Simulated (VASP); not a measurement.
Input of a VASP 6.6.1 run:

The input INCAR:

```
SYSTEM = AsPt3Se3
PREC     = Accurate       ! precision mode
ENCUT    = 500            ! plane-wave cutoff, eV
EDIFF    = 1E-6           ! SCF threshold, eV
ISMEAR   = -1             ! smearing method
SIGMA    = 0.1            ! smearing width, eV
LREAL    = .False.        ! projectors in reciprocal space
LASPH    = .True.         ! aspherical terms in the spheres
NELM     = 120            ! most SCF steps
ALGO     = Normal         ! electronic algorithm
ISIF     = 2              ! what is computed and relaxed
LWAVE    = .False.        ! write WAVECAR
LCHARG   = .True.         ! write CHGCAR
GGA      = PE             ! functional
LELF     = .True.         ! ELF
LVHAR    = .True.       
NBANDS   = 36             ! bands
GGA_COMPAT= .False.
```

The input KPOINTS:

```
Automatic mesh
0
Gamma
  7 7 7
  0 0 0
```

The input POSCAR:

```
AsPt3Se3
1.0
    4.5012190000      2.5987770000      2.1568180000
   -4.5012190000      2.5987770000      2.1568180000
    0.0000000000     -5.1975630000      2.1568180000
Pt Se As
3 3 1
Direct
    0.2052000000      0.2052000000      0.5896000000
    0.5896000000      0.2052000000      0.2052000000
    0.2052000000      0.5896000000      0.2052000000
    0.6532000000      0.6532000000      0.0376000000
    0.0376000000      0.6532000000      0.6532000000
    0.6532000000      0.0376000000      0.6532000000
    0.7450000000      0.7450000000      0.7450000000
```

Potentials or basis: VASP PAW PBE potentials, release 64 (Pt, Se, As).

The run is started by

```console
$ cat potpaw_PBE.64/Pt/POTCAR potpaw_PBE.64/Se/POTCAR potpaw_PBE.64/As/POTCAR > POTCAR
$ mpirun -np 1 vasp_std > vasp.out
```

Predict the band gap on the k mesh.

zero (an odd number of electrons rules out a gap without spin polarisation).

What does it give for the pressure?

9.1 GPa.

Estimate the largest force.

8.512 eV/Å.

Stress tensor (GPa, compression positive):
```
18.49  0.00  0.00
 0.00 18.49  0.00
 0.00  0.00 -9.70
```

Caveat: the cell stands under pressure; spin-orbit coupling is left out, which moves the levels of the heavy elements; forces of over 1 eV/Å act on the atoms, so gaps and moduli don't describe the material at rest.
